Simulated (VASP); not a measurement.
# CaBC (P6_3/mmc) in VASP: a series of runs, part 2 of 2

VASP 6.6.1. Earlier steps stand in the parts before.

## Step 3: Single point, PBE

This run uses another cell than the first one, of the same volume but with other edges.

INCAR reads:

```
SYSTEM = CaBC
ALGO = Normal
EDIFF = 1E-7
ENCUT = 520
GGA = PE
ISIF = 2
ISMEAR = 0
LASPH = .True.
LCHARG = .False.
LREAL = .False.
LWAVE = .False.
NBANDS = 26
NELM = 100
PREC = Accurate
SIGMA = 0.15
```

KPOINTS reads:

```
k-points
0
Gamma
  24 24 8
  0 0 0
```

POSCAR reads:

```
CaBC
1.0
    3.0025561844      0.0000000000      0.0000000000
   -1.5012780922      2.6002899320      0.0000000000
    0.0000000000      0.0000000000      7.9734084804
Ca B C
2 2 2
Direct
    0.0000000000      0.0000000000      0.0000000000
    0.0000000000      0.0000000000      0.5000000000
    0.6666666667      0.3333333333      0.2500000000
    0.3333333333      0.6666666667      0.7500000000
    0.6666666667      0.3333333333      0.7500000000
    0.3333333333      0.6666666667      0.2500000000
```

Potentials or basis: VASP PAW PBE potentials, release 64 (Ca_sv, B, C).

Command:

```sh
$ cat potpaw_PBE.64/Ca_sv/POTCAR potpaw_PBE.64/B/POTCAR potpaw_PBE.64/C/POTCAR > POTCAR
$ mpirun -np 1 vasp_std > vasp.out
```

OUTCAR:

```text
SYSTEM = CaBC
   EDIFF = 1E-7
   ENCUT = 520
   GGA = PE
   ISIF = 2
   ISMEAR = 0
   LASPH = .True.
   LREAL = .False.
   NELM = 100
   PREC = Accurate

 ion  position               nearest neighbor table
   1  0.000  0.000  0.000-   3 2.64   4 2.64   3 2.64   4 2.64   3 2.64   4 2.64
   2  0.000  0.000  0.500-   3 2.64   4 2.64   3 2.64   4 2.64   3 2.64   4 2.64
   3  0.667  0.333  0.250-   6 1.73   6 1.73   6 1.73   1 2.64   2 2.64   1 2.64   2 2.64   1 2.64
                             2 2.64
   4  0.333  0.667  0.750-   5 1.73   5 1.73   5 1.73   1 2.64   2 2.64   2 2.64   1 2.64   2 2.64
                             1 2.64
   5  0.667  0.333  0.750-   4 1.73   4 1.73   4 1.73
   6  0.333  0.667  0.250-   3 1.73   3 1.73   3 1.73

  LATTYP: Found a hexagonal cell.
 ALAT       =     3.0025561844
 C/A-ratio  =     2.6555401434

  Lattice vectors:

 A1 = (   3.0025561844,   0.0000000000,   0.0000000000)
 A2 = (  -1.5012780922,   2.6002899320,   0.0000000000)
 A3 = (   0.0000000000,   0.0000000000,   7.9734084804)

Analysis of symmetry for initial positions (statically):
[... 180 lines left out ...]
  free energy    TOTEN  =       -36.08834731 eV

  energy without entropy =      -36.07175469  energy(sigma->0) =      -36.08005100

 E-fermi :   6.9158     XC(G=0): -11.6198

 val. band max:        6.9137221299   @ k =   0.4167   0.1667   0.1250
 cond. band min:       6.9171279105   @ k =   0.2917   0.0833   0.5000
 fundamental gap:      0.0034057807
 Fermi energy:         6.9157522982

 k-point     1 :       0.0000    0.0000    0.0000
  band No.  band energies     occupation
      1     -33.2953      2.00000
      2     -33.2865      2.00000
      3     -14.8168      2.00000
      4     -14.4708      2.00000
      5     -13.7542      2.00000
      6     -13.7542      2.00000
[... 685 lines left out ...]
     25      13.4660      0.00000
     26      13.7115      0.00000

 [... further k-points ...]
[... 5 lines left out ...]
  --------------------------------------------------------------------------------------
  -------------------------------------------------------------------------------------
  Total       -1.4479174     -1.4479174      2.9735056      0.0000000     -0.0000000      0.0000000
  in kB      -37.2646846    -37.2646846     76.5283600      0.0000000     -0.0000000      0.0000000
  external PRESSURE =       0.6663303 kB  Pullay stress =       0.0000000 kB

 VOLUME and BASIS-vectors are now :
 -----------------------------------------------------------------------------
  energy-cutoff  :      520.00
  volume of cell :       62.25
      direct lattice vectors                 reciprocal lattice vectors
     3.002556184  0.000000000  0.000000000     0.333049555  0.192286250  0.000000000
    -1.501278092  2.600289932  0.000000000     0.000000000  0.384572500  0.000000000
     0.000000000  0.000000000  7.973408480     0.000000000  0.000000000  0.125416878

 POSITION                                       TOTAL-FORCE (eV/Angst)
 -----------------------------------------------------------------------------------
      0.00000      0.00000      0.00000         0.000000     -0.000000      0.000000
      0.00000      0.00000      3.98670         0.000000     -0.000000      0.000000
      1.50128      0.86676      1.99335        -0.000000      0.000000     -0.000000
     -0.00000      1.73353      5.98006         0.000000     -0.000000      0.000000
      1.50128      0.86676      5.98006         0.000000      0.000000     -0.000000
     -0.00000      1.73353      1.99335        -0.000000     -0.000000     -0.000000
 -----------------------------------------------------------------------------------
    total drift:                               -0.000000      0.000000      0.000000

  FREE ENERGIE OF THE ION-ELECTRON SYSTEM (eV)
  ---------------------------------------------------
  free  energy   TOTEN  =       -36.0883473054 eV

  energy  without entropy=      -36.0717546898  energy(sigma->0) =      -36.08005100
```

stdout:

```text
POSCAR found type information on POSCAR CaB C
 POSCAR found :  3 types and       6 ions
 scaLAPACK will be used
 LDA part: xc-table for (Slater+PW92), standard interpolation
 POSCAR, INCAR and KPOINTS ok, starting setup
 FFT: planning ... GRIDC
 FFT: planning ... GRID_SOFT
 FFT: planning ... GRID
 WAVECAR not read
 entering main loop
```

Run time: 11 min. Hardware: 1 thread of Intel Xeon 8259CL, shared host; peak memory 0.53 GiB.

Results:

- Free energy: -36.0883 eV
- Pressure: 0.1 GPa
- Band gap on the k mesh: zero (bands 17 and 18 overlap by 2.74 eV)

Stress tensor (GPa, compression positive):
```
-3.73  0.00  0.00
 0.00 -3.73  0.00
 0.00  0.00  7.65
```

Levels at points of the mesh, in eV from the Fermi level:
```tsv
k point	band 15	band 16	band 17	band 18	band 19	band 20
(0.00, 0.00, 0.00)	-1.81	-1.81	-0.57	1.90	3.60	3.60
(0.50, 0.00, 0.00)	-3.66	-2.25	-2.02	-0.18	1.54	3.92
(0.00, 0.00, 0.50)	-1.96	-1.96	0.80	0.80	4.00	4.00
(0.50, 0.00, 0.50)	-2.98	-2.98	-1.15	-1.15	2.15	2.15
```

Caveat: the stress differs along the axes, from -4 to 8 GPa.

## Step 4: Single point, PBE

This run uses another cell than the first one, of the same volume but with other edges.

INCAR reads:

```
SYSTEM = CaBC
ALGO = Normal
EDIFF = 1E-6
ENCUT = 520
GGA = PE
ISIF = 2
ISMEAR = 0
LASPH = .TRUE.
LCHARG = .FALSE.
LREAL = .FALSE.
LWAVE = .FALSE.
NBANDS = 26
NELM = 100
PREC = Accurate
SIGMA = 0.15
```

KPOINTS reads:

```
k-points
0
G
  24 24 8
  0 0 0
```

POSCAR, as its differences from that of step 3:

```diff
@@ -2,5 +2,5 @@
 1.0
-    3.0025561844      0.0000000000      0.0000000000
-   -1.5012780922      2.6002899320      0.0000000000
-    0.0000000000      0.0000000000      7.9734084804
+    2.9141939623      0.0000000000      0.0000000000
+   -1.4570969812      2.5237660029      0.0000000000
+    0.0000000000      0.0000000000      8.4642677136
 Ca B C
```

Command:

```sh
$ cat potpaw_PBE.64/Ca_sv/POTCAR potpaw_PBE.64/B/POTCAR potpaw_PBE.64/C/POTCAR > POTCAR
$ mpirun -np 1 vasp_std > vasp.out
```

Wall time 9.6 min (1 thread of Intel Xeon 8259CL, shared host); peak memory 0.54 GiB.

Results (log left out):

```
Free energy            : -36.0747 eV
Pressure               : 1.8 GPa
Band gap on the k mesh : zero (bands 17 and 18 overlap by 2.44 eV)
```

Stress tensor (GPa, compression positive):
```
 5.99  0.00  0.00
 0.00  5.99  0.00
 0.00  0.00 -6.61
```

Levels at points of the mesh, in eV from the Fermi level:
| k point | band 14 | band 15 | band 16 | band 17 | band 18 | band 19 | band 20 | band 21 |
| --- | --- | --- | --- | --- | --- | --- | --- | --- |
| (0.00, 0.00, 0.00) | -1.61 | -1.42 | -1.42 | -0.99 | 0.91 | 3.59 | 3.59 | 4.02 |
| (0.50, 0.00, 0.00) | -3.74 | -3.73 | -2.19 | -1.91 | -0.28 | 1.62 | 3.28 | 3.46 |
| (0.00, 0.00, 0.50) | -1.52 | -1.52 | -1.52 | 0.09 | 0.09 | 3.84 | 3.84 | 3.84 |
| (0.50, 0.00, 0.50) | -3.88 | -3.02 | -3.02 | -1.16 | -1.16 | 2.22 | 2.22 | 4.47 |

Caveat: the stress differs along the axes, from -7 to 6 GPa.

## Step 5: The runs side by side

```tsv
cell	gap on the mesh (eV)	pressure (GPa)
a = 2.869, b = 2.869, c = 8.731 Å, angles 90.0, 90.0, 120.0°, 6 atoms	none	3.7
a = 3.003, b = 3.003, c = 7.973 Å, angles 90.0, 90.0, 120.0°, 6 atoms	none	0.1
a = 2.914, b = 2.914, c = 8.464 Å, angles 90.0, 90.0, 120.0°, 6 atoms	none	1.8
```

Alike in all rows: task single point; level PBE; potentials or basis VASP PAW PBE potentials, release 64 (Ca_sv, B, C); no spin polarisation; k mesh 24 × 24 × 8; cutoff (eV) 520; smearing gaussian 0.15 eV.

Caveats: the stress differs along the axes, from -13 to 12 GPa (at least some runs); the stress differs along the axes, from -4 to 8 GPa (at least some runs); the stress differs along the axes, from -7 to 6 GPa (at least some runs).

Absolute energies hang on the potentials; compare differences alone.
